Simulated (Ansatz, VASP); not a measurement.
**GaB2As3 in VASP and in Ansatz**

```
Ga B As
1.0
     3.67858    0.00000    0.00000
    -1.83929    3.18574    0.00000
     0.00000    0.00000    9.01065
Ga B As
1 2 3
Direct
  0.33333 0.66667 0.66667
  0.00000 0.00000 0.00000
  0.66667 0.33333 0.33333
  0.00000 0.00000 0.75000
  0.33333 0.66667 0.41667
  0.66667 0.33333 0.08333
```

Alike in both runs: task single point; functional PBE; k mesh 6 × 6 × 2; occupations gaussian, width 0.1 eV; no spin polarisation.

```csv
,VASP,Ansatz
version,VASP 6.6.1,Ansatz 0.2.0
potentials or method,"VASP PAW PBE potentials, release 64 (Ga_d, B, As), cutoff 520 eV","scalar-relativistic, plane waves, PAW"
valence electrons in the cell,34,64
```

|  | VASP | Ansatz | Ansatz less VASP |
| --- | --- | --- | --- |
| gap on the k mesh at the Fermi level (eV) | 1.22 | 1.22 | -0.004 |
| least direct gap on the mesh (eV) | 1.23 | 1.22 | -0.008 |
| pressure (GPa) | -0.2 | -0.5 | -0.23 |
| traceless stress, the component that is largest in VASP (GPa) | -0.36 | -0.35 | +0.011 |
| rms of the force components (eV/Å) | 1.163 | 1.160 | -0.0027 |

Atom by atom the forces differ by 0.003 eV/Å (rms over components). VASP's potentials hold 34 valence electrons a cell and Ansatz's 64, so a difference there can come from the potentials and not from the codes.
